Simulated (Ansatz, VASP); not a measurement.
Two plane-wave programs on Bi2Te3

```
Bi Te
1.0
     2.22186    1.28279   10.29944
    -2.22186    1.28279   10.29944
     0.00000   -2.56558   10.29944
Bi Te
2 3
Direct
  0.60000 0.60000 0.60000
  0.40000 0.40000 0.40000
  0.79050 0.79050 0.79050
  0.20950 0.20950 0.20950
  0.00000 0.00000 0.00000
```

Alike in both runs: task single point; functional PBE; k mesh 7 × 7 × 7; occupations fermi-dirac, width 0.05 eV; no spin polarisation.

|  | VASP | Ansatz |
| --- | --- | --- |
| version | VASP 6.6.1 | Ansatz 0.2.0 |
| potentials or method | VASP PAW PBE potentials, release 64 (Bi_d, Te) | PseudoDojo stringent (PBE files) |
| plane-wave cutoff (eV) | 520 | 1450 |
| valence electrons in the cell | 48 | 118 |

|  | VASP | Ansatz | Ansatz less VASP |
| --- | --- | --- | --- |
| gap on the k mesh at the Fermi level (eV) | 0.30 | 0.32 | +0.014 |
| least direct gap on the mesh (eV) | 0.30 | 0.32 | +0.014 |
| pressure (GPa) | -0.1 | -0.1 | +0.02 |
| traceless stress, the component that is largest in VASP (GPa) | -0.21 | -0.21 | -0.001 |
| rms of the force components (eV/Å) | 0.106 | 0.112 | +0.0058 |

Atom by atom the forces differ by 0.006 eV/Å (rms over components). VASP's potentials hold 48 valence electrons a cell and Ansatz's 118, so a difference there can come from the potentials and not from the codes.

Neither program's run includes spin-orbit coupling. Noted on Ansatz's run: odd divisions of the mesh miss points on the zone boundary, where band edges often lie, so the gap on the mesh can be too wide.
